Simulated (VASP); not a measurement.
**B: single point with revPBE**

B:

```
B
1.0
     3.68049    0.00000    0.00000
     0.00000    3.68049    0.00000
     0.00000    0.00000    3.68049
B
8
Direct
  0.00000 0.00000 0.00000
  0.50000 0.50000 0.50000
  0.25000 0.00000 0.50000
  0.75000 0.00000 0.50000
  0.50000 0.25000 0.00000
  0.50000 0.75000 0.00000
  0.00000 0.50000 0.25000
  0.00000 0.50000 0.75000
```

* Program: VASP 6.6.1
* Task: single point
* Functional: revPBE
* Potentials or basis: VASP PAW PBE potentials, release 64 (B)
* Cutoff: 520 eV
* k mesh: 7 × 7 × 7
* Occupations: fermi-dirac, width 0.1 eV
* Spin: no spin polarisation

```json
{
  "Pressure": "-0.2 GPa",
  "Band gap on the k mesh": "zero (band 12 reaches 13.15 eV, above the bottom of band 13 at 9.35 eV)"
}
```

Levels at points of the mesh, in eV from the Fermi level:
```tsv
k point	band 10	band 11	band 12	band 13	band 14	band 15
(0.00, 0.00, 0.00)	-2.46	-2.28	-2.28	-0.15	-0.15	-0.15
```

Run time: 16 s on 1 thread of Intel(R) Xeon(R) Platinum 8259CL CPU @ 2.50GHz (Skylake/Cascade Lake), with other jobs on the host, peak memory 0.15 GiB.

Caveat: the PAW data sets were made with another functional, which shifts forces and pressure a little.
